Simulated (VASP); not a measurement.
Write the native input for VASP 6.6.1 that does the following.

- Task: single point
- Functional: PBE
- Potentials or basis: VASP PAW PBE potentials, release 64 (W_sv, C)
- Cutoff: 520 eV
- k mesh: 3 × 3 × 3
- Occupations: fermi-dirac, width 0.17 eV
- Spin: no spin polarisation
- Dipole correction: no
- Further INCAR settings: LREAL = Auto; ALGO = Normal; EDIFF = 1e-06; NBANDS = 86

The structure of WC lies in POSCAR:

```
WC
1.0
   -2.9879860000     -5.1753440000      0.0000000000
    4.4819800000     -2.5876720000      0.0000000000
    0.0000000000      0.0000000000      5.8470620000
W C
8 8
Direct
    0.7081845262      0.4732831137     -0.0228148769
    0.6794834838      0.4904946334      0.4732120166
    0.4506041654     -0.0302324112      0.0091840996
    0.4578588995     -0.0190817492      0.4898186474
    0.1785275639      0.4772082565      0.0055412445
    0.1737884901      0.4870342070      0.5004906738
   -0.0220506058     -0.0259231191     -0.0130150835
   -0.0407462623     -0.0057673754      0.4791637236
    0.4491144794      0.6612809019      0.2526054966
    0.4441393750      0.6698785435      0.7464774617
    0.2184521671      0.1271161444      0.2286105398
    0.2165136881      0.1416204153      0.7259030262
   -0.0621133639      0.6452742177      0.2470129443
   -0.0577932647      0.6305281448      0.7470931555
    0.6959339047      0.1558553952      0.1988691073
    0.7107387025      0.1424766047      0.7145982033
```

The input as run:

INCAR

```
SYSTEM = WC
  PREC = Accurate
  ENCUT = 520
  EDIFF = 1E-6
  ISMEAR = -1
  SIGMA = 0.17
  LREAL = Auto
  LASPH = .True.
  NELM = 60
  ALGO = Normal
  ISIF = 2
  LWAVE = .False.
  LCHARG = .False.
  GGA = PE
  NBANDS = 86
```

KPOINTS

```
Automatic mesh
0
Gamma
  3 3 3
  0 0 0
```

Potentials or basis: VASP PAW PBE potentials, release 64 (W_sv, C).

Run with:

```sh
$ cat potpaw_PBE.64/W_sv/POTCAR potpaw_PBE.64/C/POTCAR > POTCAR
$ mpirun -np 1 vasp_std > vasp.out
```

It gave:

```json
{
 "Pressure": "-15.9 GPa",
 "Largest force": "4.467 eV/Å",
 "Band gap on the k mesh": "zero (bands 72 and 73 overlap by 0.11 eV)"
}
```

Caveat: the k points lie up to 0.40 Å⁻¹ apart; spin-orbit coupling is left out, which moves the levels of the heavy elements; forces of over 1 eV/Å act on the atoms, so gaps and moduli don't describe the material at rest.

Wall time 8.5 min on 1 thread of Intel(R) Xeon(R) Platinum 8259CL CPU @ 2.50GHz (Skylake/Cascade Lake), on a shared host, peak memory 0.37 GiB.
